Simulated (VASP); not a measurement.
Write the native input for VASP 6.6.1 that does the following.

```
Task                   : single point
Functional             : PBEsol
Potentials or basis    : VASP PAW PBE potentials, release 64 (Ni, O)
Cutoff                 : 520 eV
k mesh                 : 12 × 12 × 6
Occupations            : gaussian, width 0.05 eV
Spin                   : no spin polarisation
Dipole correction      : no
Further INCAR settings : ALGO = Normal; EDIFF = 1e-06; NBANDS = 18
```

The structure of NiO2 lies in POSCAR:

```
NiO2
1.0
    2.7656549825      0.0000000000      0.0000000000
   -1.3828274913      2.3951274729      0.0000000000
    0.0000000000      0.0000000000      5.0387468126
Ni O
1 2
Direct
    0.0000000000      0.0000000000      0.5000000000
    0.6666666667      0.3333333333      0.7002287663
    0.3333333333      0.6666666667      0.2997712337
```

This cell differs from its parent crystal: c/a of the conventional cell at fixed volume 1.8219.

One way to write it, as run:

INCAR

```
ALGO     = Normal         # electronic algorithm
EDIFF    = 1E-6           # SCF threshold, eV
ENCUT    = 520            # plane-wave cutoff, eV
GGA      = PS             # functional
ISIF     = 2              # what is computed and relaxed
ISMEAR   = 0              # smearing method
LASPH    = T              # aspherical terms in the spheres
LCHARG   = T              # write CHGCAR
LELF     = T              # ELF
LREAL    = F              # projectors in reciprocal space
LVHAR    = T            
LWAVE    = F              # write WAVECAR
NBANDS   = 18             # bands
NELM     = 60             # most SCF steps
PREC     = Accurate       # precision mode
SIGMA    = 0.05           # smearing width, eV
```

KPOINTS

```
k-points
0
Gamma
  12 12 6
```

Potentials or basis: VASP PAW PBE potentials, release 64 (Ni, O).

Run with:

```bash
$ cat potpaw_PBE.64/Ni/POTCAR potpaw_PBE.64/O/POTCAR > POTCAR
$ mpirun -np 1 vasp_std > vasp.out
```

It gave:

- Pressure: -6.3 GPa
- Largest force: 1.148 eV/Å
- Band gap on the k mesh: 1.03 eV, indirect (least direct gap 1.18 eV)

Caveat: the PAW data sets were made with another functional, which shifts forces and pressure a little.

Wall time 3 min on 1 thread of AMD EPYC 7R13 (shared host), peak memory 0.17 GiB.
